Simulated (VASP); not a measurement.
# SnAuBr3 (Cmcm) in VASP: single point with PBEsol

Aim: the single point of SnAuBr3 with PBEsol.

All numbers are computed with VASP 6.6.1; they aren't measurements. Logs are shortened: lines on timing, memory, paths and dates and some standing lists are left out, and cuts for length are marked.

**1. The cell of the first run**

Symmetry: Cmcm, No. 63, orthorhombic system. Conventional cell: a = 4.177 Å, b = 14.451 Å, c = 9.004 Å, α = 90.00°, β = 90.00°, γ = 90.00°. Sn (site symmetry m2m) has 8 Br at 3.02 to 3.28 Å within 4.0 Å. Within 3.3 Å of Au (site symmetry 2/m) lie 6 Br at 2.51 to 3.10 Å. Br (site symmetry m2m) has 2 Au at 2.51 Å and 2 Sn at 3.28 Å within 3.3 Å. Br (site symmetry m) has 3 Sn at 3.02 to 3.15 Å and 2 Au at 3.10 Å and 5 Br at 3.39 to 3.67 Å within 4.0 Å.

**2. Single point, PBEsol**

The input, INCAR:

```
SYSTEM = SnAuBr3
PREC = Accurate ; ENCUT = 540
EDIFF = 1E-6 ; ISMEAR = -1
SIGMA = 0.03 ; LREAL = .FALSE.
LASPH = .TRUE. ; NELM = 120
ALGO = Normal ; ISIF = 2
LWAVE = .FALSE. ; LCHARG = .FALSE.
GGA = PS ; NBANDS = 65
GGA_COMPAT = .FALSE.
```

The input, KPOINTS:

```
Automatic mesh
0
G
  6 6 2
  0 0 0
```

The input, POSCAR:

```
SnAuBr3
1.0
    2.0886891234     -7.2254443039      0.0000000000
    2.0886891234      7.2254443039      0.0000000000
    0.0000000000      0.0000000000      9.0037894088
Sn Au Br
2 2 6
Direct
    0.2480244259      0.7519755741      0.7500000000
    0.7519755741      0.2480244259      0.2500000000
    0.0000000000      0.0000000000      0.0000000000
    0.0000000000      0.0000000000      0.5000000000
    0.9231058788      0.0768941212      0.7500000000
    0.0768941212      0.9231058788      0.2500000000
    0.3464633187      0.6535366813      0.0616852902
    0.6535366813      0.3464633187      0.9383147098
    0.3464633187      0.6535366813      0.4383147098
    0.6535366813      0.3464633187      0.5616852902
```

Potentials or basis: VASP PAW PBE potentials, release 64 (Sn_d, Au_sv_GW, Br).

The run is started by

```bash
cat potpaw_PBE.64/Sn_d/POTCAR potpaw_PBE.64/Au_sv_GW/POTCAR potpaw_PBE.64/Br/POTCAR > POTCAR
mpirun -np 1 vasp_std > vasp.out
```

OUTCAR:

```text
SYSTEM = SnAuBr3
   PREC = Accurate
   ENCUT = 540
   EDIFF = 1E-6
   ISMEAR = -1
   LREAL = .FALSE.
   LASPH = .TRUE.
   NELM = 120
   ISIF = 2
   GGA = PS

 ion  position               nearest neighbor table
   1  0.248  0.752  0.750-   8 3.02  10 3.02   8 3.02  10 3.02   7 3.15   9 3.15
   2  0.752  0.248  0.250-   7 3.02   9 3.02   7 3.02   9 3.02   8 3.15  10 3.15
   3  0.000  0.000  0.000-   5 2.51   6 2.51
   4  0.000  0.000  0.500-   5 2.51   6 2.51
   5  0.923  0.077  0.750-   3 2.51   4 2.51
   6  0.077  0.923  0.250-   3 2.51   4 2.51
   7  0.346  0.654  0.062-   2 3.02   2 3.02   1 3.15
   8  0.654  0.346  0.938-   1 3.02   1 3.02   2 3.15
   9  0.346  0.654  0.438-   2 3.02   2 3.02   1 3.15
  10  0.654  0.346  0.562-   1 3.02   1 3.02   2 3.15

  LATTYP: Found a base centered orthorhombic cell.
 ALAT       =     4.1773782468
 B/A-ratio  =     3.4593201176
 C/A-ratio  =     2.1553684816

  Lattice vectors:

 A1 = (   2.0886891234,  -7.2254443039,   0.0000000000)
 A2 = (   2.0886891234,   7.2254443039,   0.0000000000)
 A3 = (   0.0000000000,   0.0000000000,   9.0037894088)

Analysis of symmetry for initial positions (statically):
=====================================================================
 Subroutine PRICEL returns:
 Original cell was already a primitive cell.

 Routine SETGRP: Setting up the symmetry group for a
 base centered orthorhombic supercell.

 Subroutine GETGRP returns: Found  8 space group operations
 (whereof  4 operations were pure point group operations)
 out of a pool of  8 trial point group operations.

The static configuration has the point symmetry C_2h.
 The point group associated with its full space group is D_2h.

Analysis of symmetry for dynamics (positions and initial velocities):
=====================================================================
 Subroutine PRICEL returns:
 Original cell was already a primitive cell.

 Routine SETGRP: Setting up the symmetry group for a
 base centered orthorhombic supercell.

 Subroutine GETGRP returns: Found  8 space group operations
 (whereof  4 operations were pure point group operations)
 out of a pool of  8 trial point group operations.

The dynamic configuration has the point symmetry C_2h.
 The point group associated with its full space group is D_2h.

 Subroutine INISYM returns: Found  8 space group operations
 (whereof  4 operations are pure point group operations),
 and found     1 'primitive' translations

----------------------------------------------------------------------------------------

                                     Primitive cell

  volume of cell :     271.7651

  direct lattice vectors                    reciprocal lattice vectors
     2.088689123 -7.225444304  0.000000000     0.239384595 -0.069199897  0.000000000
     2.088689123  7.225444304  0.000000000     0.239384595  0.069199897  0.000000000
     0.000000000  0.000000000  9.003789409     0.000000000  0.000000000  0.111064348

  length of vectors
     7.521280984  7.521280984  9.003789409     0.249185895  0.249185895  0.111064348

  position of ions in fractional coordinates (direct lattice)
     0.248024426  0.751975574  0.750000000
     0.751975574  0.248024426  0.250000000
     0.000000000  0.000000000  0.000000000
     0.000000000  0.000000000  0.500000000
     0.923105879  0.076894121  0.750000000
     0.076894121  0.923105879  0.250000000
     0.346463319  0.653536681  0.061685290
     0.653536681  0.346463319  0.938314710
     0.346463319  0.653536681  0.438314710
     0.653536681  0.346463319  0.561685290

  ion indices of the primitive-cell ions
   primitive index   ion index
                 1           1
                 2           2
                 3           3
                 4           4
                 5           5
                 6           6
                 7           7
                 8           8
                 9           9
                10          10

----------------------------------------------------------------------------------------

 KPOINTS: Automatic mesh

Automatic generation of k-mesh.
 Grid dimensions read from file:
 generate k-points for:    6    6    2

 Generating k-lattice:

  Cartesian coordinates                     Fractional coordinates (reciprocal lattice)
     0.039897433 -0.011533316  0.000000000     0.166666667  0.000000000  0.000000000
     0.039897433  0.011533316  0.000000000     0.000000000  0.166666667  0.000000000
     0.000000000  0.000000000  0.055532174     0.000000000  0.000000000  0.500000000

  Length of vectors
     0.041530982  0.041530982  0.055532174

  Shift w.r.t. Gamma in fractional coordinates (k-lattice)
     0.000000000  0.000000000  0.000000000

 Subroutine IBZKPT returns following result:
 ===========================================

 Found     26 irreducible k-points:

 Following reciprocal coordinates:
            Coordinates               Weight
  0.000000  0.000000  0.000000      1.000000
  0.166667 -0.000000  0.000000      4.000000
  0.333333 -0.000000  0.000000      4.000000
  0.500000  0.000000  0.000000      2.000000
  0.166667  0.166667  0.000000      2.000000
  0.333333  0.166667  0.000000      4.000000
[... 16 lines left out ...]
  0.333333  0.333333  0.500000      2.000000
  0.500000  0.333333  0.500000      4.000000
 [... further k-points ...]
   k-points           NKPTS =     26   k-points in BZ     NKDIM =     26   number of bands    NBANDS=     65
   number of dos      NEDOS =    301   number of ions     NIONS =     10
   total plane-waves  NPLWV = 252000
   dimension x,y,z NGX =    60 NGY =   60 NGZ =   70
   dimension x,y,z NGXF=   120 NGYF=  120 NGZF=  140
   ions per type =               2   2   6
   NGX,Y,Z   is equivalent  to a cutoff of  13.26, 13.26, 12.92 a.u.
   NGXF,Y,Z  is equivalent  to a cutoff of  26.52, 26.52, 25.85 a.u.
 SYSTEM =  SnAuBr3
   PREC   = accura    normal or accurate (medium, high low for compatibility)
   ISTART =      0    job   : 0-new  1-cont  2-samecut
   ICHARG =      2    charge: 1-file 2-atom 10-const
   ISPIN  =      1    spin polarized calculation?
   LNONCOLLINEAR =      F non collinear calculations
   LSORBIT =      F    spin-orbit coupling
   LASPH  =      T    aspherical Exc in radial PAW
   ENCUT  =  540.0 eV  39.69 Ry    6.30 a.u.  14.25 14.25 17.06*2*pi/ulx,y,z
   NELM   =    120;   NELMIN=  2; NELMDL= -5     # of ELM steps
   EDIFF  = 0.1E-05   stopping-criterion for ELM
   LREAL  =      F    real-space projection
   EDIFFG = 0.1E-04   stopping-criterion for IOM
   NSW    =      0    number of steps for IOM
   IBRION =     -1    ionic relax: 0-MD 1-quasi-New 2-CG
   NFREE  =      0    steps in history (QN), initial steepest desc. (CG)
   ISIF   =      2    stress and relaxation
   ISYM   =      2    0-nonsym 1-usesym 2-fastsym
   POTIM  = 0.5000    time-step for ionic-motion
   TEBEG  =    0.0;   TEEND  =   0.0 temperature during run
   PSTRESS=    0.0 pullay stress
   NELECT =     108.0000    total number of electrons
   NUPDOWN=      -1.0000    fix difference up-down
   EMIN   =  10.00;   EMAX   =-10.00  energy-range for DOS
   EFERMI =   0.00;   METHOD = LEGACY
   ISMEAR =    -1;   SIGMA  =   0.03  broadening in eV -4-tet -1-fermi 0-gaus
   EFERMI_NEDOS =   21; number of points for ismear=-14 and -15
   IALGO  =     38    algorithm
   IMIX   =      4    mixing-type and parameters
     AMIX     =   0.40;   BMIX     =  1.00
     AMIX_MAG =   1.60;   BMIX_MAG =  1.00
  volume/ion in A,a.u.               =      27.18       183.40
  Fermi-wavevector in a.u.,A,eV,Ry     =   1.203607  2.274488 19.710363  1.448671
  Thomas-Fermi vector in A             =   2.339356
   LORBIT       =      0    0 simple, 1 ext, 2 COOP (PROOUT), +10 PAW based schemes
   GGA     = PS    functional components
   LHFCALC =     F    Hartree Fock is set to
   AEXX    =    0.0000 exact exchange contribution
   IVDW    =     0    specifies the selected vdW correction
   LEPSILON=     F    determine dielectric tensor
   LRPA    =     F    only Hartree local field effects (RPA)
 non-spin polarized calculation
  energy-cutoff  :      540.00
  volume of cell :      271.77
 maximum number of plane-waves:      7774
 NGX is ok and might be reduce to    60
   NGX = 29   NGY = 29   NGZ = 35

 number of electron     107.9999990 magnetization

 Free energy of the ion-electron system (eV)
  ---------------------------------------------------
  ext. energy  EPLUGINS =         0.00000000
  ---------------------------------------------------
  free energy    TOTEN  =       -29.84257676 eV

  energy without entropy =      -29.84257672  energy(sigma->0) =      -29.84257674

 E-fermi :   3.8717     XC(G=0):  -9.6176

 val. band max:        3.4684144825   @ k =   0.5000   0.5000   0.0000
 cond. band min:       4.2946297990   @ k =   0.1667   0.1667   0.0000
 fundamental gap:      0.8262153165
 Fermi energy:         3.8716969790

 k-point     1 :       0.0000    0.0000    0.0000
  band No.  band energies     occupation
      1    -100.7397      2.00000
      2    -100.7397      2.00000
      3     -52.2969      2.00000
      4     -52.2966      2.00000
      5     -51.9833      2.00000
      6     -51.9833      2.00000
[... 57 lines left out ...]
     64       8.8930      0.00000
     65       9.4332      0.00000

 k-point     2 :       0.1667   -0.0000    0.0000
  band No.  band energies     occupation
      1    -100.7397      2.00000
      2    -100.7397      2.00000
      3     -52.2969      2.00000
      4     -52.2966      2.00000
      5     -51.9834      2.00000
      6     -51.9833      2.00000
[... 57 lines left out ...]
     64       9.1357      0.00000
     65       9.5453      0.00000

 k-point     3 :       0.3333   -0.0000    0.0000
  band No.  band energies     occupation
      1    -100.7397      2.00000
      2    -100.7397      2.00000
      3     -52.2969      2.00000
      4     -52.2965      2.00000
      5     -51.9833      2.00000
      6     -51.9833      2.00000
[... 1417 lines left out ...]
     64       9.2428      0.00000
     65       9.7150      0.00000

 k-point    24 :       0.5000    0.3333    0.5000
  band No.  band energies     occupation
      1    -100.7397      2.00000
      2    -100.7397      2.00000
      3     -52.2968      2.00000
      4     -52.2968      2.00000
      5     -51.9833      2.00000
      6     -51.9833      2.00000
[... 57 lines left out ...]
     64       9.4072      0.00000
     65       9.6620      0.00000

 [... further k-points ...]
[... 5 lines left out ...]
  --------------------------------------------------------------------------------------
  -------------------------------------------------------------------------------------
  Total       -0.0763190     -0.0810679     -0.0109863      0.0000000      0.0000000      0.0000000
  in kB       -0.4499349     -0.4779318     -0.0647691      0.0000000      0.0000000      0.0000000
  external PRESSURE =      -0.3308786 kB  Pullay stress =       0.0000000 kB

 VOLUME and BASIS-vectors are now :
 -----------------------------------------------------------------------------
  energy-cutoff  :      540.00
  volume of cell :      271.77
      direct lattice vectors                 reciprocal lattice vectors
     2.088689123 -7.225444304  0.000000000     0.239384595 -0.069199897  0.000000000
     2.088689123  7.225444304  0.000000000     0.239384595  0.069199897  0.000000000
     0.000000000  0.000000000  9.003789409     0.000000000  0.000000000  0.111064348

 POSITION                                       TOTAL-FORCE (eV/Angst)
 -----------------------------------------------------------------------------------
      2.08869      3.64127      6.75284         0.000000     -0.003742      0.000000
      2.08869     -3.64127      2.25095         0.000000      0.003742     -0.000000
      0.00000      0.00000      0.00000         0.000000      0.000000      0.000000
      0.00000      0.00000      4.50189         0.000000      0.000000      0.000000
      2.08869     -6.11426      6.75284         0.000000      0.012920      0.000000
      2.08869      6.11426      2.25095         0.000000     -0.012920      0.000000
      2.08869      2.21874      0.55540         0.000000     -0.004578     -0.003264
      2.08869     -2.21874      8.44839         0.000000      0.004578      0.003264
      2.08869      2.21874      3.94649         0.000000     -0.004578      0.003264
      2.08869     -2.21874      5.05730         0.000000      0.004578     -0.003264
 -----------------------------------------------------------------------------------
    total drift:                                0.000000      0.000000     -0.000000

  FREE ENERGIE OF THE ION-ELECTRON SYSTEM (eV)
  ---------------------------------------------------
  free  energy   TOTEN  =       -29.8425767621 eV

  energy  without entropy=      -29.8425767244  energy(sigma->0) =      -29.84257674
```

It took 16 min on 1 thread of Intel Xeon Platinum 8488C (Sapphire Rapids), shared host; peak memory 0.81 GiB.

Results:

- Free energy: -29.8426 eV
- Pressure: 0.0 GPa
- Largest force: 0.013 eV/Å
- Band gap on the k mesh: 0.83 eV (least direct gap 1.04 eV)

Forces in eV/Å, atoms in the order of the input:
```
Sn   0.000 -0.004  0.000
Sn   0.000  0.004  0.000
Au   0.000  0.000  0.000
Au   0.000  0.000  0.000
Br   0.000  0.013  0.000
Br   0.000 -0.013  0.000
Br   0.000 -0.005 -0.003
Br   0.000  0.005  0.003
Br   0.000 -0.005  0.003
Br   0.000  0.005 -0.003
```

Caveat: the PAW data sets were made with another functional, which shifts forces and pressure a little; spin-orbit coupling is left out, which moves the levels of the heavy elements. A k mesh can miss the band edges.
